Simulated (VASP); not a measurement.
Crystal: Cd2S.

```
Cd S
1.0
     4.01482    0.00000    0.00000
    -2.00741    3.47693    0.00000
     0.00000    0.00000    5.88564
Cd S
2 1
Direct
  0.33333 0.66667 0.93272
  0.66667 0.33333 0.57873
  0.33333 0.66667 0.36571
```

Base run:

| Property | Result |
| --- | --- |
| Program | VASP 6.6.1 |
| Functional | r2SCAN |
| Potentials or basis | VASP PAW PBE potentials, release 64 (Cd, S) |
| Cutoff | 520 eV |
| k mesh | 8 × 8 × 5 |
| Occupations | fermi-dirac, width 0.05 eV |
| Spin | no spin polarisation |

Its results: band gap on the k mesh 0.31 eV, indirect (least direct gap 0.60 eV); pressure -3.0 GPa; largest force 0.162 eV/Å.

**Question.** After a change of settings the same cell gave: band gap on the k mesh 0.26 eV, indirect (least direct gap 0.56 eV); pressure -4.1 GPa; largest force 0.257 eV/Å. Which change was it?
A. functional from r2SCAN to LDA; potentials or basis from VASP PAW PBE potentials, release 64 (Cd, S) to VASP PAW LDA potentials, release 64 (Cd, S)
B. functional from r2SCAN to PBE
C. functional from r2SCAN to PBEsol

**Answer.** C.

Caveats: the PAW data sets were made with another functional, which shifts forces and pressure a little.
